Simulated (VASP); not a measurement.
# BaF2 (Fm-3m) in VASP: G0W0 quasiparticle levels with PBE

Aim: the G0W0 quasiparticle levels of BaF2 with PBE.

Everything below comes from runs of VASP 6.6.1. Logs are shortened: lines on timing, memory, paths and dates and some standing lists are left out, and cuts for length are marked.

**1. The cell of the first run**

Symmetry: Fm-3m, No. 225, cubic system. The conventional cell has a = 6.318 Å, b = 6.318 Å, c = 6.318 Å, α = 90.00°, β = 90.00°, γ = 90.00°. Ba (site symmetry m-3m) has 8 F at 2.74 Å within 3.6 Å. F (site symmetry -43m) has 4 Ba at 2.74 Å and 6 F at 3.16 Å within 3.6 Å.

**2. G0W0 quasiparticle levels, PBE**

File POSCAR:

```
BaF2
1.0
    0.0000000000      3.1591070472      3.1591070472
    3.1591070472      0.0000000000      3.1591070472
    3.1591070472      3.1591070472      0.0000000000
Ba F
1 2
Direct
    0.0000000000      0.0000000000      0.0000000000
    0.2500000000      0.2500000000      0.2500000000
    0.7500000000      0.7500000000      0.7500000000
```

File INCAR.step1:

```
SYSTEM = BaF2
  PREC = Accurate
  ENCUT = 500
  EDIFF = 1E-8
  ISMEAR = 0
  SIGMA = 0.01
  LREAL = .False.
  LASPH = .True.
  NELM = 60
  ALGO = Normal
  LWAVE = .True.
  LCHARG = .False.
  GGA = PE
```

File INCAR.step2:

```
SYSTEM = BaF2
  PREC = Accurate
  ENCUT = 500
  EDIFF = 1E-8
  ISMEAR = 0
  SIGMA = 0.01
  LREAL = .False.
  LASPH = .True.
  NELM = 1
  ALGO = Exact
  LWAVE = .True.
  LCHARG = .False.
  GGA = PE
  NBANDS = 275
  LOPTICS = .True.
  ISTART = 1
```

File INCAR.step3:

```
SYSTEM = BaF2
  PREC = Accurate
  ENCUT = 500
  EDIFF = 1E-8
  ISMEAR = 0
  SIGMA = 0.01
  LREAL = .False.
  LASPH = .True.
  ALGO = EVGW0
  LWAVE = .False.
  LCHARG = .False.
  GGA = PE
  NELMGW = 1
  NBANDS = 275
  ENCUTGW = 150.0
  NOMEGA = 48
  PRECFOCK = Fast
  ISTART = 1
  NBANDSGW = 20
```

File KPOINTS:

```
regular mesh
0
Gamma
  4 4 4
  0 0 0
```

Potentials or basis: VASP PAW PBE potentials, release 64 (Ba_sv_GW, F_GW).

On the command line:

```console
> cat potpaw_PBE.64/Ba_sv_GW/POTCAR potpaw_PBE.64/F_GW/POTCAR > POTCAR
> cp INCAR.step1 INCAR
> mpirun -np 1 vasp_std > vasp.out
> cp INCAR.step2 INCAR
> mpirun -np 1 vasp_std > vasp.out
> cp INCAR.step3 INCAR
> mpirun -np 1 vasp_std > vasp.out
```

OUTCAR:

```text
SYSTEM = BaF2
   PREC = Accurate
   ENCUT = 500
   EDIFF = 1E-8
   ISMEAR = 0
   LREAL = .False.
   LASPH = .True.
   GGA = PE
   NELMGW = 1
   ENCUTGW = 150.0
   PRECFOCK = Fast
   ISTART = 1

 ion  position               nearest neighbor table
   1  0.000  0.000  0.000-
   2  0.250  0.250  0.250-
   3  0.750  0.750  0.750-

  LATTYP: Found a face centered cubic cell.
 ALAT       =     6.3182140944

  Lattice vectors:

 A1 = (   0.0000000000,   3.1591070472,   3.1591070472)
 A2 = (   3.1591070472,   0.0000000000,   3.1591070472)
 A3 = (   3.1591070472,   3.1591070472,   0.0000000000)

Analysis of symmetry for initial positions (statically):
=====================================================================
 Subroutine PRICEL returns:
 Original cell was already a primitive cell.

 Routine SETGRP: Setting up the symmetry group for a
 face centered cubic supercell.

 Subroutine GETGRP returns: Found 48 space group operations
 (whereof 48 operations were pure point group operations)
 out of a pool of 48 trial point group operations.

The static configuration has the point symmetry O_h .

Analysis of symmetry for dynamics (positions and initial velocities):
=====================================================================
 Subroutine PRICEL returns:
 Original cell was already a primitive cell.

 Routine SETGRP: Setting up the symmetry group for a
 face centered cubic supercell.

 Subroutine GETGRP returns: Found 48 space group operations
 (whereof 48 operations were pure point group operations)
 out of a pool of 48 trial point group operations.

The dynamic configuration has the point symmetry O_h .

 Subroutine INISYM returns: Found 48 space group operations
 (whereof 48 operations are pure point group operations),
 and found     1 'primitive' translations

----------------------------------------------------------------------------------------

                                     Primitive cell

  volume of cell :      63.0555

  direct lattice vectors                    reciprocal lattice vectors
     0.000000000  3.159107047  3.159107047    -0.158272573  0.158272573  0.158272573
     3.159107047  0.000000000  3.159107047     0.158272573 -0.158272573  0.158272573
     3.159107047  3.159107047  0.000000000     0.158272573  0.158272573 -0.158272573

  length of vectors
     4.467652031  4.467652031  4.467652031     0.274136137  0.274136137  0.274136137

  position of ions in fractional coordinates (direct lattice)
     0.000000000  0.000000000  0.000000000
     0.250000000  0.250000000  0.250000000
     0.750000000  0.750000000  0.750000000

  ion indices of the primitive-cell ions
   primitive index   ion index
                 1           1
                 2           2
                 3           3

----------------------------------------------------------------------------------------

 KPOINTS: regular mesh

Automatic generation of k-mesh.
 Grid dimensions read from file:
 generate k-points for:    4    4    4

 Generating k-lattice:

  Cartesian coordinates                     Fractional coordinates (reciprocal lattice)
    -0.039568143  0.039568143  0.039568143     0.250000000  0.000000000  0.000000000
     0.039568143 -0.039568143  0.039568143     0.000000000  0.250000000  0.000000000
     0.039568143  0.039568143 -0.039568143     0.000000000  0.000000000  0.250000000

  Length of vectors
     0.068534034  0.068534034  0.068534034

  Shift w.r.t. Gamma in fractional coordinates (k-lattice)
     0.000000000  0.000000000  0.000000000

 Subroutine IBZKPT returns following result:
 ===========================================

 Found      8 irreducible k-points:

 Following reciprocal coordinates:
            Coordinates               Weight
  0.000000  0.000000  0.000000      1.000000
  0.250000  0.000000  0.000000      8.000000
  0.500000  0.000000  0.000000      4.000000
  0.250000  0.250000  0.000000      6.000000
  0.500000  0.250000  0.000000     24.000000
 -0.250000  0.250000  0.000000     12.000000
  0.500000  0.500000  0.000000      3.000000
 -0.250000  0.500000  0.250000      6.000000
   k-points           NKPTS =      8   k-points in BZ     NKDIM =     64   number of bands    NBANDS=    275
   number of dos      NEDOS =    301   number of ions     NIONS =      3
   total plane-waves  NPLWV =  46656
   dimension x,y,z NGX =    36 NGY =   36 NGZ =   36
   dimension x,y,z NGXF=    72 NGYF=   72 NGZF=   72
   ions per type =               1   2
   NGX,Y,Z   is equivalent  to a cutoff of  13.40, 13.40, 13.40 a.u.
   NGXF,Y,Z  is equivalent  to a cutoff of  26.79, 26.79, 26.79 a.u.
 SYSTEM =  BaF2
   PREC   = accura    normal or accurate (medium, high low for compatibility)
   ISTART =      1    job   : 0-new  1-cont  2-samecut
   ICHARG =      0    charge: 1-file 2-atom 10-const
   ISPIN  =      1    spin polarized calculation?
   LNONCOLLINEAR =      F non collinear calculations
   LSORBIT =      F    spin-orbit coupling
   LASPH  =      T    aspherical Exc in radial PAW
   ENCUT  =  500.0 eV  36.75 Ry    6.06 a.u.   8.15  8.15  8.15*2*pi/ulx,y,z
   NELM   =     60;   NELMIN=  2; NELMDL=  0     # of ELM steps
   EDIFF  = 0.1E-07   stopping-criterion for ELM
   LREAL  =      F    real-space projection
   EDIFFG = 0.1E-06   stopping-criterion for IOM
   NSW    =      0    number of steps for IOM
   IBRION =     -1    ionic relax: 0-MD 1-quasi-New 2-CG
   NFREE  =      0    steps in history (QN), initial steepest desc. (CG)
   ISIF   =      0    stress and relaxation
   ISYM   =      3    0-nonsym 1-usesym 2-fastsym
   POTIM  = 0.5000    time-step for ionic-motion
   TEBEG  =    0.0;   TEEND  =   0.0 temperature during run
   PSTRESS=    0.0 pullay stress
   NELECT =      24.0000    total number of electrons
   NUPDOWN=      -1.0000    fix difference up-down
   EMIN   =  10.00;   EMAX   =-10.00  energy-range for DOS
   EFERMI =   0.00;   METHOD = LEGACY
   ISMEAR =     0;   SIGMA  =   0.01  broadening in eV -4-tet -1-fermi 0-gaus
   EFERMI_NEDOS =   21; number of points for ismear=-14 and -15
   IALGO  =     38    algorithm
   IMIX   =      4    mixing-type and parameters
     AMIX     =   0.40;   BMIX     =  1.00
     AMIX_MAG =   1.60;   BMIX_MAG =  1.00
  volume/ion in A,a.u.               =      21.02       141.84
  Fermi-wavevector in a.u.,A,eV,Ry     =   1.186418  2.242004 19.151379  1.407587
  Thomas-Fermi vector in A             =   2.322591
   LORBIT       =      0    0 simple, 1 ext, 2 COOP (PROOUT), +10 PAW based schemes
   GGA     = PE    functional components
   LHFCALC =     T    Hartree Fock is set to
   PRECFOCK=fast      Normal, Fast or Accurate (Low or Medium for compatibility)
   ENCUT4O =  -1.0   cutoff for four orbital integrals eV
   NKREDX  =     1    reduce k-point grid by
   NKREDY  =     1    reduce k-point grid by
   NKREDZ  =     1    reduce k-point grid by
   AEXX    =    1.0000 exact exchange contribution
   HFSCREEN=    0.0000 screening length (either q_TF or 0.3 A-1)
   HFSCREENC=   0.0000 screening length for correlation (either q_TF or 0.3 A-1)
   ENCUTFOCK=  -1.0 apply spherical cutoff to Coloumb kernel
   IVDW    =     0    specifies the selected vdW correction
   LEPSILON=     F    determine dielectric tensor
   LRPA    =     F    only Hartree local field effects (RPA)
   LRPAFORCE           =     F    calculate RPA forces
   ENCUTGW             = 150.0    cutoff for response function in eV
   ENCUTGWSOFT         = 120.0    soft cutoff for Coulomb kernel in GW response function in eV
   ENCUTLF             =  -1.0    cutoff for local field effects
   NELMGW              =     1    number of iterations in solving QP/BSE equation
   NELMHF              =     1    number of iterations in the inner HF iteration
   NKREDLFX            =     1    NKREDLFY  =   1   NKREDLFZ  =   1
 non-spin polarized calculation
 Gauss-broadening in eV      SIGMA  =   0.01
  energy-cutoff  :      500.00
  volume of cell :       63.06
 maximum number of plane-waves:      1639
 NGX is ok and might be reduce to    36
  NGX = 18; NGY = 18; NGZ = 18
   NGX = 17   NGY = 17   NGZ = 17
 maximum number of plane-waves:       274
 NGX is ok and might be reduce to    18

 QP shifts <psi_nk| G(iteration)W_0 |psi_nk>: iteration 1
 for sc-GW calculations column KS-energies equals QP-energies in previous step
 and V_xc(KS)=  KS-energies - (<T + V_ion + V_H > + <T+V_H+V_ion>^1  + <V_x>^1)

 k-point   1 :       0.0000    0.0000    0.0000
  band No.  KS-energies  QP-energies   sigma(KS)   V_xc(KS)     V^pw_x(r,r')   Z            occupation Imag(sigma)

      1     -23.5393     -25.2234     -17.8376     -15.3441     -24.9368       0.6754       2.0000       1.0304
      2     -19.2291     -22.4489     -27.6369     -22.9673     -36.8256       0.6895       2.0000       0.6798
      3     -19.2291     -22.4489     -27.6369     -22.9673     -36.8256       0.6895       2.0000       0.6798
      4      -8.4439     -10.9591     -17.1003     -14.0196     -19.2079       0.8164       2.0000       0.0994
      5      -8.4439     -10.9591     -17.1003     -14.0196     -19.2079       0.8164       2.0000       0.0994
      6      -8.4439     -10.9591     -17.1003     -14.0196     -19.2079       0.8164       2.0000       0.0994
[... 12 lines left out ...]
     19      11.9259      16.4158      -7.6503     -13.0682      -2.6698       0.8287       0.0000      -0.1038
     20      11.9259      16.4158      -7.6503     -13.0682      -2.6698       0.8287       0.0000      -0.1038

 k-point   2 :       0.2500    0.0000    0.0000
  band No.  KS-energies  QP-energies   sigma(KS)   V_xc(KS)     V^pw_x(r,r')   Z            occupation Imag(sigma)

      1     -23.4647     -25.1456     -17.7556     -15.3012     -24.7703       0.6848       2.0000       1.0219
      2     -19.3242     -22.5283     -27.4327     -22.7760     -36.6195       0.6881       2.0000       0.6917
      3     -19.2655     -22.5126     -27.7930     -23.0723     -37.0608       0.6878       2.0000       0.6765
      4      -8.5190     -11.0376     -17.1316     -14.0365     -19.3202       0.8138       2.0000       0.1095
      5      -8.5085     -11.0263     -17.0901     -13.9971     -19.2556       0.8140       2.0000       0.1088
      6      -8.5085     -11.0263     -17.0901     -13.9971     -19.2556       0.8140       2.0000       0.1088
[... 12 lines left out ...]
     19      11.4616      14.9840      -7.1683     -11.3640      -2.5791       0.8395       0.0000      -0.0975
     20      12.2189      17.3562      -7.6660     -13.8930      -2.3455       0.8250       0.0000      -0.1062

 k-point   3 :       0.5000    0.0000    0.0000
  band No.  KS-energies  QP-energies   sigma(KS)   V_xc(KS)     V^pw_x(r,r')   Z            occupation Imag(sigma)

      1     -23.3859     -25.0323     -17.6572     -15.2488     -24.5776       0.6836       2.0000       1.0117
      2     -19.4253     -22.6228     -27.5294     -22.8147     -36.8317       0.6782       2.0000       0.6936
      3     -19.3003     -22.5338     -27.6592     -22.9541     -36.9005       0.6873       2.0000       0.6848
      4      -8.5826     -11.1040     -17.1714     -14.0647     -19.4278       0.8116       2.0000       0.1171
      5      -8.5704     -11.0890     -17.0799     -13.9756     -19.2989       0.8113       2.0000       0.1178
      6      -8.5704     -11.0890     -17.0799     -13.9756     -19.2989       0.8113       2.0000       0.1178
[... 12 lines left out ...]
     19      11.9620      16.9070      -7.8810     -13.8738      -2.6659       0.8252       0.0000      -0.1012
     20      11.9620      16.9070      -7.8810     -13.8738      -2.6659       0.8252       0.0000      -0.1012
[... 73 lines left out ...]
 k-point   7 :       0.5000    0.5000    0.0000
  band No.  KS-energies  QP-energies   sigma(KS)   V_xc(KS)     V^pw_x(r,r')   Z            occupation Imag(sigma)

      1     -23.3331     -24.9626     -17.5872     -15.2095     -24.4410       0.6853       2.0000       1.0051
      2     -19.4898     -22.6680     -27.4079     -22.7038     -36.7159       0.6756       2.0000       0.7024
      3     -19.3268     -22.5770     -27.7790     -23.0359     -37.0811       0.6852       2.0000       0.6823
      4      -8.7569     -11.2879     -17.0107     -13.8714     -19.3747       0.8063       2.0000       0.1443
      5      -8.7569     -11.2879     -17.0107     -13.8714     -19.3747       0.8063       2.0000       0.1443
      6      -8.3293     -10.8397     -17.3170     -14.2611     -19.3888       0.8215       2.0000       0.0860
[... 12 lines left out ...]
     19      11.7560      16.1282      -7.6429     -12.9119      -2.7139       0.8298       0.0000      -0.1002
     20      11.7560      16.1282      -7.6429     -12.9119      -2.7139       0.8298       0.0000      -0.1002

 k-point   8 :      -0.2500    0.5000    0.2500
  band No.  KS-energies  QP-energies   sigma(KS)   V_xc(KS)     V^pw_x(r,r')   Z            occupation Imag(sigma)

      1     -23.3331     -24.9638     -17.5868     -15.2096     -24.4411       0.6860       2.0000       1.0051
      2     -19.4103     -22.6212     -27.5881     -22.8646     -36.8924       0.6798       2.0000       0.6923
      3     -19.4103     -22.6212     -27.5881     -22.8646     -36.8924       0.6798       2.0000       0.6923
      4      -8.7684     -11.3011     -16.9941     -13.8514     -19.3688       0.8059       2.0000       0.1467
      5      -8.5415     -11.0584     -17.1748     -14.0766     -19.3977       0.8124       2.0000       0.1135
      6      -8.5415     -11.0584     -17.1748     -14.0766     -19.3977       0.8124       2.0000       0.1135
[... 12 lines left out ...]
     19      11.8413      16.4504      -7.7445     -13.3091      -2.6913       0.8283       0.0000      -0.0999
     20      12.2530      17.2003      -7.7709     -13.7696      -2.5085       0.8247       0.0000      -0.1083
```

Wall time 13 min (1 thread of Intel Xeon Platinum 8259CL at 2.50GHz (Skylake/Cascade Lake), shared host); peak memory 0.81 GiB.

What came out:

```
Band gap on the k mesh, mean-field level : 6.58 eV, indirect (least direct gap 6.64 eV)
Quasiparticle gap                        : 9.29 eV
Least direct quasiparticle gap           : 9.38 eV
```

Levels at points of the mesh, in eV from the valence-band top:
```
           k point  band 9  band 10  band 11  band 12  band 13  band 14  band 15  band 16
(0.00, 0.00, 0.00)   -1.31    -0.06    -0.06    -0.06     6.58     9.05     9.05    11.01
(0.50, 0.00, 0.00)   -0.59    -0.35    -0.17    -0.17     8.84     9.02     9.02     9.36
(0.50, 0.50, 0.00)   -0.35    -0.28    -0.28    -0.10     7.20     8.79    10.41    11.58
```

Caveat: the k points lie up to 0.43 Å⁻¹ apart; bands, screening cutoff and mesh are small and nothing is extrapolated, so the quasiparticle values aren't converged; spin-orbit coupling is left out, which moves the levels of the heavy elements.
